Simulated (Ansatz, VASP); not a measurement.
# One calculation of GaC, two programs

Contents of INCAR:

```
  ALGO = Normal
  EDIFF = 1E-6
  ENCUT = 600
  GGA = PE
  GGA_COMPAT = False
  ISIF = 2
  ISMEAR = 0
  LASPH = True
  LCHARG = False
  LREAL = False
  LWAVE = False
  NBANDS = 25
  NELM = 120
  PREC = Accurate
  SIGMA = 0.1
```

The input KPOINTS:

```
k-points
0
Gamma
  6 6 4
```

Contents of POSCAR:

```
GaC
1.0
    3.4165663148      0.0000000000      0.0000000000
   -1.7082831574      2.9588332223      0.0000000000
    0.0000000000      0.0000000000      5.4715131321
Ga C
2 2
Direct
    0.3333333333      0.6666666667      0.0000000000
    0.6666666667      0.3333333333      0.5000000000
    0.3333333333      0.6666666667      0.3821000000
    0.6666666667      0.3333333333      0.8821000000
```

Input for Ansatz:

```yaml
crystal:
  lattice:
    - [3.4165663148, 0.0, 0.0]
    - [-1.7082831574, 2.9588332223, 0.0]
    - [0.0, 0.0, 5.4715131321]
  atoms:
    - { symbol: Ga, position: [0.3333333333, 0.6666666667, 0.0] }
    - { symbol: Ga, position: [0.6666666667, 0.3333333333, 0.5] }
    - { symbol: C, position: [0.3333333333, 0.6666666667, 0.3821] }
    - { symbol: C, position: [0.6666666667, 0.3333333333, 0.8821] }
basis:
  ecutwfc: 420
kpoints:
  mp_grid: { grid: [6, 6, 4] }
hamiltonian:
  xc: pbe
scf:
  occupations: { method: gaussian, width: 0.1 }
  lower_state_search: "off"
output:
  forces: true
  stress: true
  eigenvalues: true
```

Alike in both runs: task single point; functional PBE; k mesh 6 × 6 × 4; occupations gaussian, width 0.1 eV; no spin polarisation.

|  | VASP | Ansatz |
| --- | --- | --- |
| version | VASP 6.6.1 | Ansatz 0.2.0 |
| potentials or method | VASP PAW PBE potentials, release 64 (Ga_d, C), cutoff 600 eV | scalar-relativistic, plane waves, PAW |
| valence electrons in the cell | 34 | 34 |

```tsv
	VASP	Ansatz	Ansatz less VASP
gap on the k mesh at the Fermi level (eV)	none	none	-
pressure (GPa)	-7.0	-7.0	-0.05
traceless stress, the component that is largest in VASP (GPa)	2.00	2.00	-0.003
rms of the force components (eV/Å)	0.039	0.040	+0.0013
```

Atom by atom the forces differ by 0.001 eV/Å (rms over components). A gap of «none» marks a metal or a gap that the smearing closes.
